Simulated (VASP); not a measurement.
# CaO (P1) in VASP: further runs, part 2 of 2

VASP 6.6.1. The steps go on from the part before.

### Step 4. Single point, PBEsol (atom 3 (O) moved by (-0.450, -0.225) A along [1 1 0] and z)

File INCAR:

```
PREC = Accurate
ENCUT = 520
EDIFF = 1E-7
ISMEAR = 0
SIGMA = 0.05
LREAL = False
LASPH = True
NELM = 80
ALGO = Normal
ISIF = 2
LWAVE = False
LCHARG = True
GGA = PS
LELF = True
LVHAR = True
NBANDS = 24
```

File KPOINTS:

```
regular mesh
0
Gamma
  9 9 6
```

File POSCAR:

```
CaO
1.0
    3.9919758245      0.0000000000      0.0000000000
   -1.9959879122      3.4571524753      0.0000000000
    0.0000000000      0.0000000000      4.7848400100
Ca O
2 2
Direct
    0.3333333333      0.6666666667      0.7500000000
    0.6666666667      0.3333333333      0.2500000000
    0.2076036685      0.5746261640      0.2029764842
    0.6666666667      0.3333333333      0.7500000000
```

Potentials or basis: VASP PAW PBE potentials, release 64 (Ca_sv, O).

On the command line:

```bash
> cat potpaw_PBE.64/Ca_sv/POTCAR potpaw_PBE.64/O/POTCAR > POTCAR
> mpirun -np 1 vasp_std > vasp.out
```

OUTCAR:

```text
PREC = Accurate
   ENCUT = 520
   EDIFF = 1E-7
   ISMEAR = 0
   LREAL = False
   LASPH = True
   NELM = 80
   ISIF = 2
   GGA = PS

 ion  position               nearest neighbor table
   1  0.333  0.667  0.750-   3 2.21   4 2.30   4 2.30   4 2.30
   2  0.667  0.333  0.250-   3 1.89   4 2.39   4 2.39   3 2.47
   3  0.208  0.575  0.203-   2 1.89   1 2.21   2 2.47
   4  0.667  0.333  0.750-   1 2.30   1 2.30   1 2.30   2 2.39   2 2.39

  LATTYP: Found a hexagonal cell.
 ALAT       =     3.9919758245
 C/A-ratio  =     1.1986144757

  Lattice vectors:

 A1 = (   3.9919758245,   0.0000000000,   0.0000000000)
 A2 = (  -1.9959879122,   3.4571524753,   0.0000000000)
 A3 = (   0.0000000000,   0.0000000000,   4.7848400100)

Analysis of symmetry for initial positions (statically):
=====================================================================
 Subroutine PRICEL returns:
 Original cell was already a primitive cell.

 Routine SETGRP: Setting up the symmetry group for a
 hexagonal supercell.

 Subroutine GETGRP returns: Found  1 space group operations
 (whereof  1 operations were pure point group operations)
 out of a pool of 24 trial point group operations.

The static configuration has the point symmetry C_1 .

Analysis of symmetry for dynamics (positions and initial velocities):
=====================================================================
 Subroutine PRICEL returns:
 Original cell was already a primitive cell.

 Routine SETGRP: Setting up the symmetry group for a
 hexagonal supercell.

 Subroutine GETGRP returns: Found  1 space group operations
 (whereof  1 operations were pure point group operations)
 out of a pool of 24 trial point group operations.

The dynamic configuration has the point symmetry C_1 .

 Subroutine INISYM returns: Found  1 space group operations
 (whereof  1 operations are pure point group operations),
 and found     1 'primitive' translations

[... 115 lines left out ...]
   IALGO  =     38    algorithm
   IMIX   =      4    mixing-type and parameters
     AMIX     =   0.40;   BMIX     =  1.00
     AMIX_MAG =   1.60;   BMIX_MAG =  1.00
  volume/ion in A,a.u.               =      16.51       111.41
  Fermi-wavevector in a.u.,A,eV,Ry     =   1.285879  2.429960 22.497037  1.653486
  Thomas-Fermi vector in A             =   2.417987
   LORBIT       =      0    0 simple, 1 ext, 2 COOP (PROOUT), +10 PAW based schemes
   GGA     = PS    functional components
   LHFCALC =     F    Hartree Fock is set to
   AEXX    =    0.0000 exact exchange contribution
   IVDW    =     0    specifies the selected vdW correction
   LEPSILON=     F    determine dielectric tensor
   LRPA    =     F    only Hartree local field effects (RPA)
 non-spin polarized calculation
 Gauss-broadening in eV      SIGMA  =   0.05
  energy-cutoff  :      520.00
  volume of cell :       66.03
 maximum number of plane-waves:      1811
 NGX is ok and might be reduce to    30
   NGX = 15   NGY = 15   NGZ = 17

 number of electron      31.9999998 magnetization

 Free energy of the ion-electron system (eV)
  ---------------------------------------------------
  ext. energy  EPLUGINS =         0.00000000
  ---------------------------------------------------
  free energy    TOTEN  =       -25.45884692 eV

  energy without entropy =      -25.45884692  energy(sigma->0) =      -25.45884692

 E-fermi :   1.3898     XC(G=0):  -9.6029

 val. band max:        1.0858762805   @ k =   0.0000   0.0000   0.0000
 cond. band min:       4.0855898590   @ k =   0.0000   0.0000   0.0000
 fundamental gap:      2.9997135785
 Fermi energy:         1.3897806951

 k-point     1 :       0.0000    0.0000    0.0000
  band No.  band energies     occupation
      1     -36.2040      2.00000
      2     -35.8437      2.00000
      3     -17.8547      2.00000
      4     -17.5250      2.00000
      5     -17.3556      2.00000
      6     -17.2506      2.00000
[... 637 lines left out ...]
     23       9.7068      0.00000
     24       9.9948      0.00000

 [... further k-points ...]

------------------------ aborting loop because EDIFF is reached ----------------------------------------

  FORCE on cell =-STRESS in cart. coord.  units (eV):
  Direction    XX          YY          ZZ          XY          YZ          ZX
  --------------------------------------------------------------------------------------
  -------------------------------------------------------------------------------------
  Total        4.9507896      0.0391653      0.3601060      2.7845943     -0.3402899     -0.5972696
  in kB      120.1188569      0.9502506      8.7370946     67.5614015     -8.2563049    -14.4912917
  external PRESSURE =      43.2687340 kB  Pullay stress =       0.0000000 kB

 VOLUME and BASIS-vectors are now :
 -----------------------------------------------------------------------------
  energy-cutoff  :      520.00
  volume of cell :       66.03
      direct lattice vectors                 reciprocal lattice vectors
     3.991975824  0.000000000  0.000000000     0.250502519  0.144627697  0.000000000
    -1.995987912  3.457152475  0.000000000     0.000000000  0.289255394  0.000000000
     0.000000000  0.000000000  4.784840010     0.000000000  0.000000000  0.208993404

 POSITION                                       TOTAL-FORCE (eV/Angst)
 -----------------------------------------------------------------------------------
     -0.00000      2.30477      3.58863        -0.312787     -0.328871     -0.172385
      1.99599      1.15238      1.19621        -3.758159     -2.115140     -0.005259
     -0.31820      1.98657      0.97121         4.332536      2.585924      0.726691
      1.99599      1.15238      3.58863        -0.261591     -0.141912     -0.549048
 -----------------------------------------------------------------------------------
    total drift:                               -0.000090     -0.000122     -0.000144

  FREE ENERGIE OF THE ION-ELECTRON SYSTEM (eV)
  ---------------------------------------------------
  free  energy   TOTEN  =       -25.4588469208 eV

  energy  without entropy=      -25.4588469208  energy(sigma->0) =      -25.45884692
```

OSZICAR:

```text
N       E                     dE             d eps       ncg     rms          rms(c)
DAV:   1     0.321369020042E+03    0.32137E+03   -0.16477E+04 11720   0.133E+03
DAV:   2    -0.378661224330E+01   -0.32516E+03   -0.30680E+03 13568   0.386E+02
DAV:   3    -0.293134123454E+02   -0.25527E+02   -0.25330E+02 19216   0.104E+02
DAV:   4    -0.302465866350E+02   -0.93317E+00   -0.93161E+00 16216   0.173E+01
DAV:   5    -0.302669171019E+02   -0.20330E-01   -0.20330E-01 16976   0.214E+00    0.129E+01
DAV:   6    -0.256973910923E+02    0.45695E+01   -0.20753E+01 15600   0.303E+01    0.555E+00
DAV:   7    -0.255458719431E+02    0.15152E+00   -0.23646E+00 15992   0.107E+01    0.287E+00
DAV:   8    -0.254678074960E+02    0.78064E-01   -0.40641E-01 15584   0.510E+00    0.917E-01
DAV:   9    -0.254563347672E+02    0.11473E-01   -0.99707E-02 15392   0.214E+00    0.254E-01
DAV:  10    -0.254585056466E+02   -0.21709E-02   -0.10307E-02 15744   0.801E-01    0.942E-02
DAV:  11    -0.254587502710E+02   -0.24462E-03   -0.10616E-03 14704   0.226E-01    0.408E-02
DAV:  12    -0.254588930945E+02   -0.14282E-03   -0.64876E-04 15320   0.153E-01    0.538E-02
DAV:  13    -0.254588457884E+02    0.47306E-04   -0.27654E-04 13832   0.111E-01    0.581E-03
DAV:  14    -0.254588469262E+02   -0.11377E-05   -0.13880E-05 15800   0.284E-02    0.293E-03
DAV:  15    -0.254588470087E+02   -0.82514E-07   -0.13532E-06 16648   0.906E-03    0.912E-04
DAV:  16    -0.254588469208E+02    0.87879E-07   -0.89459E-08 10312   0.277E-03
   1 F= -.25458847E+02 E0= -.25458847E+02  d E =-.528134E-20
```

Run time: 7.3 min. Hardware: 1 thread of Intel Xeon Platinum 8259CL at 2.50GHz (Skylake/Cascade Lake), shared host; peak memory 0.42 GiB.

What came out:

* Free energy: -25.4588 eV
* Pressure: 4.3 GPa
* Largest force: 5.098 eV/Å
* Band gap on the k mesh: 3.00 eV

Forces in eV/Å, atoms in the order of the input:
```
Ca  -0.313 -0.329 -0.172
Ca  -3.758 -2.115 -0.005
O    4.333  2.586  0.727
O   -0.262 -0.142 -0.549
```

Stress tensor (GPa, compression positive):
```
12.01  6.76 -1.45
 6.76  0.10 -0.83
-1.45 -0.83  0.87
```

Caveat: the cell differs from its parent crystal (atom 3 (O) moved by (-0.450, -0.225) A along [1 1 0] and z); the stress differs along the axes, from 0 to 12 GPa; the PAW data sets were made with another functional, which shifts forces and pressure a little.

### Step 5. Summary

| cell | gap on the mesh (eV) | pressure (GPa) | largest force (eV/Å) |
| --- | --- | --- | --- |
| as given, atomic positions A | 2.88 | 6.5 | 4.82 |
| as given, atomic positions B | 2.75 | 4.4 | 3.61 |
| as given, atomic positions C | 3.00 | 4.3 | 5.10 |

Alike in all rows: task single point; level PBEsol; potentials or basis VASP PAW PBE potentials, release 64 (Ca_sv, O); no spin polarisation; k mesh 9 × 9 × 6; cutoff (eV) 520; smearing gaussian 0.05 eV.

Caveats: the PAW data sets were made with another functional, which shifts forces and pressure a little; the stress differs along the axes, from 0 to 10 GPa (at least some runs); the stress differs along the axes, from -1 to 9 GPa (at least some runs); the stress differs along the axes, from 0 to 12 GPa (at least some runs).

Absolute energies hang on the potentials; compare differences alone.
